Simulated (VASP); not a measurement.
# Zn3F (P4/mmm) in VASP: a series of runs

The runs below take Zn3F through single point, relaxation of cell and atoms, with PBE.

Everything below comes from runs of VASP 6.6.1. Logs are shortened: lines on timing, memory, paths and dates and some standing lists are left out, and cuts for length are marked.

### 1 The cell of the first run

Symmetry: P4/mmm, No. 123, tetragonal system. The conventional cell has a = 4.079 Å, b = 4.079 Å, c = 3.663 Å, α = 90.00°, β = 90.00°, γ = 90.00°. Zn (site symmetry 4/mmm) has 4 Zn at 2.04 Å within 2.7 Å. Zn (site symmetry mmm) has 6 Zn at 2.04 to 2.88 Å and 4 F at 2.74 Å within 2.9 Å. F (site symmetry 4/mmm) has 16 Zn at 2.74 to 3.42 Å and 2 F at 3.66 Å within 3.7 Å.

The cell was generated, and may not be a known phase.

### 2 Single point, PBE

File INCAR:

```
ALGO = Normal ; EDIFF = 1E-6
ENCUT = 520 ; GGA = PE
ISIF = 2 ; ISMEAR = 0
LASPH = True ; LCHARG = True
LELF = True ; LREAL = False
LVHAR = True ; LWAVE = False
NBANDS = 30 ; NELM = 60
PREC = Accurate ; SIGMA = 0.1
```

File KPOINTS:

```
k-points
0
Gamma
  4 4 6
```

File POSCAR:

```
Zn3F
1.0
    4.0790085100      0.0000000000      0.0000000000
    0.0000000000      4.0790085100      0.0000000000
    0.0000000000      0.0000000000      3.6630135400
Zn F
3 1
Direct
    0.0000000000      0.0000000000      0.5000000000
    0.0000000000      0.5000000000      0.5000000000
    0.5000000000      0.0000000000      0.5000000000
    0.5000000000      0.5000000000      0.0000000000
```

Potentials or basis: VASP PAW PBE potentials, release 64 (Zn, F).

Run with:

```
cat potpaw_PBE.64/Zn/POTCAR potpaw_PBE.64/F/POTCAR > POTCAR
mpirun -np 1 vasp_std > vasp.out
```

OUTCAR:

```text
EDIFF = 1E-6
   ENCUT = 520
   GGA = PE
   ISIF = 2
   ISMEAR = 0
   LASPH = True
   LREAL = False
   NELM = 60
   PREC = Accurate

 ion  position               nearest neighbor table
   1  0.000  0.000  0.500-   2 2.04   3 2.04   2 2.04   3 2.04
   2  0.000  0.500  0.500-   1 2.04   1 2.04   3 2.88   3 2.88   3 2.88   3 2.88
   3  0.500  0.000  0.500-   1 2.04   1 2.04   2 2.88   2 2.88   2 2.88   2 2.88
   4  0.500  0.500  0.000-

  LATTYP: Found a simple tetragonal cell.
 ALAT       =     4.0790085100
 C/A-ratio  =     0.8980156651

  Lattice vectors:

 A1 = (   4.0790085100,   0.0000000000,   0.0000000000)
 A2 = (   0.0000000000,   4.0790085100,   0.0000000000)
 A3 = (   0.0000000000,   0.0000000000,   3.6630135400)

Analysis of symmetry for initial positions (statically):
=====================================================================
 Subroutine PRICEL returns:
 Original cell was already a primitive cell.

 Routine SETGRP: Setting up the symmetry group for a
 simple tetragonal supercell.

 Subroutine GETGRP returns: Found 16 space group operations
 (whereof 16 operations were pure point group operations)
 out of a pool of 16 trial point group operations.

The static configuration has the point symmetry D_4h.

Analysis of symmetry for dynamics (positions and initial velocities):
=====================================================================
 Subroutine PRICEL returns:
 Original cell was already a primitive cell.

 Routine SETGRP: Setting up the symmetry group for a
 simple tetragonal supercell.

 Subroutine GETGRP returns: Found 16 space group operations
 (whereof 16 operations were pure point group operations)
 out of a pool of 16 trial point group operations.

The dynamic configuration has the point symmetry D_4h.

 Subroutine INISYM returns: Found 16 space group operations
 (whereof 16 operations are pure point group operations),
 and found     1 'primitive' translations

----------------------------------------------------------------------------------------

                                     Primitive cell

  volume of cell :      60.9464

  direct lattice vectors                    reciprocal lattice vectors
     4.079008510  0.000000000  0.000000000     0.245157616  0.000000000  0.000000000
     0.000000000  4.079008510  0.000000000     0.000000000  0.245157616  0.000000000
     0.000000000  0.000000000  3.663013540     0.000000000  0.000000000  0.272999264

  length of vectors
     4.079008510  4.079008510  3.663013540     0.245157616  0.245157616  0.272999264

  position of ions in fractional coordinates (direct lattice)
     0.000000000  0.000000000  0.500000000
     0.000000000  0.500000000  0.500000000
     0.500000000  0.000000000  0.500000000
     0.500000000  0.500000000  0.000000000

  ion indices of the primitive-cell ions
   primitive index   ion index
                 1           1
                 2           2
                 3           3
                 4           4

----------------------------------------------------------------------------------------

 KPOINTS: k-points

Automatic generation of k-mesh.
 Grid dimensions read from file:
 generate k-points for:    4    4    6

 Generating k-lattice:

  Cartesian coordinates                     Fractional coordinates (reciprocal lattice)
     0.061289404  0.000000000  0.000000000     0.250000000  0.000000000  0.000000000
     0.000000000  0.061289404  0.000000000     0.000000000  0.250000000  0.000000000
     0.000000000  0.000000000  0.045499877     0.000000000  0.000000000  0.166666667

  Length of vectors
     0.061289404  0.061289404  0.045499877

  Shift w.r.t. Gamma in fractional coordinates (k-lattice)
     0.000000000  0.000000000  0.000000000

 Subroutine IBZKPT returns following result:
 ===========================================

 Found     24 irreducible k-points:

 Following reciprocal coordinates:
            Coordinates               Weight
  0.000000  0.000000  0.000000      1.000000
  0.250000  0.000000  0.000000      4.000000
  0.500000  0.000000  0.000000      2.000000
  0.250000  0.250000  0.000000      4.000000
  0.500000  0.250000  0.000000      4.000000
  0.500000  0.500000  0.000000      1.000000
[... 16 lines left out ...]
  0.500000  0.250000  0.500000      4.000000
  0.500000  0.500000  0.500000      1.000000
   k-points           NKPTS =     24   k-points in BZ     NKDIM =     24   number of bands    NBANDS=     30
   number of dos      NEDOS =    301   number of ions     NIONS =      4
   total plane-waves  NPLWV =  25200
   dimension x,y,z NGX =    30 NGY =   30 NGZ =   28
   dimension x,y,z NGXF=    60 NGYF=   60 NGZF=   56
   ions per type =               3   1
   NGX,Y,Z   is equivalent  to a cutoff of  12.23, 12.23, 12.71 a.u.
   NGXF,Y,Z  is equivalent  to a cutoff of  24.45, 24.45, 25.42 a.u.
 SYSTEM =  unknown system
   PREC   = accura    normal or accurate (medium, high low for compatibility)
[... 44 lines left out ...]
   NGX = 15   NGY = 15   NGZ = 13

 number of electron      43.0000000 magnetization

 Free energy of the ion-electron system (eV)
  ---------------------------------------------------
  ext. energy  EPLUGINS =         0.00000000
  ---------------------------------------------------
  free energy    TOTEN  =        -3.56164403 eV

  energy without entropy =       -3.55615564  energy(sigma->0) =       -3.55889983

 E-fermi :   1.1091     XC(G=0): -10.4264

 val. band max:        1.1078644579   @ k =   0.5000   0.2500   0.5000
 cond. band min:       1.4041335512   @ k =   0.2500   0.2500   0.5000
 fundamental gap:      0.2962690933
 Fermi energy:         1.1091335908

 k-point     1 :       0.0000    0.0000    0.0000
  band No.  band energies     occupation
      1     -20.4810      2.00000
      2      -8.7026      2.00000
      3      -8.5842      2.00000
      4      -7.9758      2.00000
      5      -7.3112      2.00000
      6      -7.3112      2.00000
[... 22 lines left out ...]
     29      12.0880      0.00000
     30      14.0763      0.00000

 k-point     2 :       0.2500    0.0000    0.0000
  band No.  band energies     occupation
      1     -20.4713      2.00000
      2      -8.6191      2.00000
      3      -8.0839      2.00000
      4      -7.8154      2.00000
      5      -7.2993      2.00000
      6      -7.1128      2.00000
[... 22 lines left out ...]
     29      11.1034      0.00000
     30      14.6214      0.00000

 k-point     3 :       0.5000    0.0000    0.0000
  band No.  band energies     occupation
      1     -20.4622      2.00000
      2      -8.6012      2.00000
      3      -7.6107      2.00000
      4      -7.2874      2.00000
      5      -7.0696      2.00000
      6      -6.8183      2.00000
[... 22 lines left out ...]
     29      13.0069      0.00000
     30      14.5321      0.00000

 k-point     4 :       0.2500    0.2500    0.0000
  band No.  band energies     occupation
      1     -20.4627      2.00000
      2      -8.1433      2.00000
      3      -8.0036      2.00000
      4      -7.6303      2.00000
      5      -7.1151      2.00000
      6      -7.0833      2.00000
[... 22 lines left out ...]
     29      12.6623      0.00000
     30      12.8652      0.00000

 k-point     5 :       0.5000    0.2500    0.0000
  band No.  band energies     occupation
      1     -20.4537      2.00000
      2      -8.0802      2.00000
      3      -7.4230      2.00000
      4      -7.0861      2.00000
      5      -7.0459      2.00000
      6      -6.7989      2.00000
[... 22 lines left out ...]
     29      11.6908      0.00000
     30      14.0451      0.00000
[... 526 lines left out ...]
     29      11.4052      0.00000
     30      15.8530      0.00000

 k-point    22 :       0.2500    0.2500    0.5000
  band No.  band energies     occupation
      1     -20.4245      2.00000
      2      -8.1361      2.00000
      3      -7.9644      2.00000
      4      -7.6219      2.00000
      5      -7.1876      2.00000
      6      -7.1724      2.00000
[... 22 lines left out ...]
     29      13.2731      0.00000
     30      14.5179      0.00000

 k-point    23 :       0.5000    0.2500    0.5000
  band No.  band energies     occupation
      1     -20.4197      2.00000
      2      -8.0559      2.00000
      3      -7.4093      2.00000
      4      -7.1643      2.00000
      5      -7.0273      2.00000
      6      -6.8697      2.00000
[... 22 lines left out ...]
     29      13.4001      0.00000
     30      15.5350      0.00000

 k-point    24 :       0.5000    0.5000    0.5000
  band No.  band energies     occupation
      1     -20.4151      2.00000
      2      -7.2760      2.00000
      3      -7.1437      2.00000
      4      -6.8654      2.00000
      5      -6.8654      2.00000
      6      -6.8509      2.00000
[... 22 lines left out ...]
     29      16.8753      0.00000
     30      17.8212      0.00000

------------------------ aborting loop because EDIFF is reached ----------------------------------------

  FORCE on cell =-STRESS in cart. coord.  units (eV):
  Direction    XX          YY          ZZ          XY          YZ          ZX
  --------------------------------------------------------------------------------------
  -------------------------------------------------------------------------------------
  Total       19.6667410     19.6667410     -0.1426440      0.0000000      0.0000000     -0.0000000
  in kB      517.0055848    517.0055848     -3.7498712      0.0000000      0.0000000     -0.0000000
  external PRESSURE =     343.4204328 kB  Pullay stress =       0.0000000 kB

 VOLUME and BASIS-vectors are now :
 -----------------------------------------------------------------------------
  energy-cutoff  :      520.00
  volume of cell :       60.95
      direct lattice vectors                 reciprocal lattice vectors
     4.079008510  0.000000000  0.000000000     0.245157616  0.000000000  0.000000000
     0.000000000  4.079008510  0.000000000     0.000000000  0.245157616  0.000000000
     0.000000000  0.000000000  3.663013540     0.000000000  0.000000000  0.272999264

 POSITION                                       TOTAL-FORCE (eV/Angst)
 -----------------------------------------------------------------------------------
      0.00000      0.00000      1.83151         0.000000      0.000000      0.000000
      0.00000      2.03950      1.83151         0.000000      0.000000      0.000000
      2.03950      0.00000      1.83151         0.000000      0.000000      0.000000
      2.03950      2.03950      0.00000         0.000000      0.000000      0.000000
 -----------------------------------------------------------------------------------
    total drift:                                0.000000      0.000000     -0.000000

  FREE ENERGIE OF THE ION-ELECTRON SYSTEM (eV)
  ---------------------------------------------------
  free  energy   TOTEN  =        -3.5616440312 eV

  energy  without entropy=       -3.5561556382  energy(sigma->0) =       -3.55889983
```

Wall time 18 s (1 thread of Oxide Virtual Turin-like, shared host); peak memory 0.14 GiB.

What came out:

```
Free energy            : -3.5616 eV
Pressure               : 34.3 GPa
Band gap on the k mesh : zero (an odd number of electrons rules out a gap without spin polarisation)
```

Levels at points of the mesh, in eV from the Fermi level:
| k point | band 18 | band 19 | band 20 | band 21 | band 22 | band 23 | band 24 | band 25 |
| --- | --- | --- | --- | --- | --- | --- | --- | --- |
| (0.00, 0.00, 0.00) | -3.52 | -3.52 | -3.29 | 0.97 | 0.97 | 2.60 | 3.71 | 5.87 |
| (0.50, 0.00, 0.00) | -4.04 | -3.21 | -3.02 | -2.22 | 1.77 | 4.64 | 5.42 | 6.83 |
| (0.50, 0.50, 0.00) | -4.56 | -4.56 | -2.85 | -0.75 | -0.75 | 1.41 | 7.23 | 7.78 |
| (0.00, 0.00, 0.50) | -2.92 | -2.92 | -2.08 | -1.44 | 0.88 | 0.88 | 4.34 | 5.73 |
| (0.50, 0.00, 0.50) | -4.67 | -3.82 | -2.91 | -0.90 | 1.14 | 2.56 | 2.97 | 6.39 |
| (0.50, 0.50, 0.50) | -3.92 | -3.56 | -3.56 | -1.84 | -1.84 | 2.07 | 3.66 | 4.52 |

Caveat: the k points lie up to 0.39 Å⁻¹ apart, too coarse for converged energies and pressures of a metal; an odd number of electrons without spin polarisation forces a metal; a magnetic or distorted state may lie lower.

### 3 Single point, PBE

This run uses another cell than the first one, of 15.88 Å³/atom.

File INCAR:

```
SYSTEM = Zn3F
ALGO     = Normal         ! electronic algorithm
EDIFF    = 1E-6           ! SCF threshold, eV
ENCUT    = 520            ! plane-wave cutoff, eV
GGA      = PE             ! functional
ISIF     = 2              ! what is computed and relaxed
ISMEAR   = 0              ! smearing method
LASPH    = .TRUE.         ! aspherical terms in the spheres
LCHARG   = .TRUE.         ! write CHGCAR
LELF     = .TRUE.         ! ELF
LREAL    = .FALSE.        ! projectors in reciprocal space
LVHAR    = .TRUE.       
LWAVE    = .FALSE.        ! write WAVECAR
NBANDS   = 30             ! bands
NELM     = 60             ! most SCF steps
PREC     = Accurate       ! precision mode
SIGMA    = 0.1            ! smearing width, eV
```

File KPOINTS:

```
k-points
0
G
  4 4 6
  0 0 0
```

File POSCAR:

```
Zn3F
1.0
    4.8675274335      0.0000000000      0.0000000000
    0.0000000000      4.8675274335      0.0000000000
    0.0000000000      0.0000000000      2.6815174951
Zn F
3 1
Direct
    0.0000000000      0.0000000000      0.5000000000
    0.0000000000      0.5000000000      0.5000000000
    0.5000000000      0.0000000000      0.5000000000
    0.5000000000      0.5000000000      0.0000000000
```

Potentials or basis: VASP PAW PBE potentials, release 64 (Zn, F).

Run with:

```
cat potpaw_PBE.64/Zn/POTCAR potpaw_PBE.64/F/POTCAR > POTCAR
mpirun -np 1 vasp_std > vasp.out
```

It took 38 s on 1 thread of Oxide Virtual Turin-like, shared host; peak memory 0.15 GiB.

The run converged. Its results:

| Property | Result |
| --- | --- |
| Free energy | -6.5910 eV |
| Pressure | 0.2 GPa |
| Band gap on the k mesh | zero (an odd number of electrons rules out a gap without spin polarisation) |

Stress tensor (GPa, compression positive):
```
0.20 0.00 0.00
0.00 0.20 0.00
0.00 0.00 0.34
```

Levels at points of the mesh, in eV from the Fermi level:
| k point | band 19 | band 20 | band 21 | band 22 | band 23 | band 24 |
| --- | --- | --- | --- | --- | --- | --- |
| (0.00, 0.00, 0.00) | -3.76 | -1.63 | -1.39 | -0.31 | -0.31 | 2.09 |
| (0.50, 0.00, 0.00) | -3.39 | -2.61 | -1.37 | -0.57 | 0.87 | 4.60 |
| (0.50, 0.50, 0.00) | -5.40 | -1.37 | -1.37 | -1.35 | 1.74 | 6.83 |
| (0.00, 0.00, 0.50) | -2.43 | -1.83 | -1.31 | 2.49 | 2.49 | 2.49 |
| (0.50, 0.00, 0.50) | -2.44 | -1.80 | -0.19 | 0.62 | 1.29 | 3.18 |
| (0.50, 0.50, 0.50) | -2.95 | -1.15 | 0.17 | 0.17 | 0.63 | 2.19 |

Caveat: the k points lie up to 0.39 Å⁻¹ apart, too coarse for converged energies and pressures of a metal; an odd number of electrons without spin polarisation forces a metal; a magnetic or distorted state may lie lower.

### 4 Relaxation of cell and atoms, PBE

File INCAR:

```
SYSTEM = Zn3F
PREC = Accurate
ENCUT = 600
EDIFF = 1E-6
ISMEAR = 0
SIGMA = 0.1
LREAL = .False.
LASPH = .True.
NELM = 100
ALGO = Fast
ISIF = 3
LWAVE = .False.
LCHARG = .False.
GGA = PE
IBRION = 2
NSW = 90
EDIFFG = -0.04
```

File KPOINTS:

```
Automatic mesh
0
Gamma
  4 4 6
  0 0 0
```

File POSCAR:

```
Zn3F
1.0
    4.0790085100      0.0000000000      0.0000000000
    0.0000000000      4.0790085100      0.0000000000
    0.0000000000      0.0000000000      3.6630135400
Zn F
3 1
Direct
    0.0000000000      0.0000000000      0.5000000000
    0.0000000000      0.5000000000      0.5000000000
    0.5000000000      0.0000000000      0.5000000000
    0.5000000000      0.5000000000      0.0000000000
```

Run with:

```
cat potpaw_PBE.64/Zn/POTCAR potpaw_PBE.64/F/POTCAR > POTCAR
mpirun -np 1 vasp_std > vasp.out
```

It took 5.9 min on 1 thread of Oxide Virtual Turin-like, shared host; peak memory 0.18 GiB.

It converged, with:

| Property | Result |
| --- | --- |
| Free energy | -6.5676 eV |
| Relaxed volume | 15.72 Å³/atom |
| Relaxed cell | a = 4.841 Å, b = 4.841 Å, c = 2.683 Å, α = 90.00°, β = 90.00°, γ = 90.00° |
| Space group after relaxing (to 0.1 Å) | P4/mmm (No. 123) |
| Pressure after relaxing | 0.0 GPa |
| Band gap on the k mesh | zero (an odd number of electrons rules out a gap without spin polarisation) |

Stress tensor (GPa, compression positive):
```
-0.04  0.00  0.00
 0.00 -0.04  0.00
 0.00  0.00  0.14
```

Final structure:
```xyz
4
Lattice="4.8415 0.0000 0.0000 0.0000 4.8415 0.0000 0.0000 0.0000 2.6828" Properties=species:S:1:pos:R:3 pbc="T T T"
Zn    0.0000    0.0000    1.3414
Zn    0.0000    2.4207    1.3414
Zn    2.4207    0.0000    1.3414
F     2.4207    2.4207    0.0000
```

Levels at points of the mesh, in eV from the Fermi level:
| k point | band 19 | band 20 | band 21 | band 22 | band 23 | band 24 |
| --- | --- | --- | --- | --- | --- | --- |
| (0.00, 0.00, 0.00) | -3.85 | -1.60 | -1.48 | -0.33 | -0.33 | 2.18 |
| (0.50, 0.00, 0.00) | -3.47 | -2.65 | -1.46 | -0.59 | 0.92 | 4.64 |
| (0.50, 0.50, 0.00) | -5.45 | -1.44 | -1.39 | -1.39 | 1.72 | 6.92 |
| (0.00, 0.00, 0.50) | -2.50 | -1.89 | -1.35 | 2.44 | 2.44 | 2.50 |
| (0.50, 0.00, 0.50) | -2.51 | -1.86 | -0.22 | 0.58 | 1.27 | 3.15 |
| (0.50, 0.50, 0.50) | -3.04 | -1.20 | 0.12 | 0.12 | 0.61 | 2.19 |

Caveat: the k points lie up to 0.39 Å⁻¹ apart in the final cell, too coarse for converged energies and pressures of a metal; a cell axis changed by over 15 % at a fixed basis, so the end point is rough; an odd number of electrons without spin polarisation forces a metal; a magnetic or distorted state may lie lower.

### 5 Overview

| task | cell | cutoff (eV) | gap on the mesh (eV) | pressure (GPa) |
| --- | --- | --- | --- | --- |
| single point | a = 4.079, b = 4.079, c = 3.663 Å, 4 atoms | 520 | none | 34.3 |
| single point | a = 4.868, b = 4.868, c = 2.682 Å, 4 atoms | 520 | none | 0.2 |
| relaxation of cell and atoms | relaxed from a = 4.079, b = 4.079, c = 3.663 Å, 4 atoms | 600 | none | 0.0 |

Alike in all rows: level PBE; potentials or basis VASP PAW PBE potentials, release 64 (Zn, F); no spin polarisation; k mesh 4 × 4 × 6; smearing gaussian 0.1 eV.

Caveats: all runs use coarse meshes; an odd number of electrons without spin polarisation forces a metal; a magnetic or distorted state may lie lower; a cell axis changed by over 15 % at a fixed basis, so the end point is rough (at least some runs).

Absolute energies hang on the potentials; compare differences alone.

The gap in the log of VASP goes by the Fermi energy; the results here count the filled bands.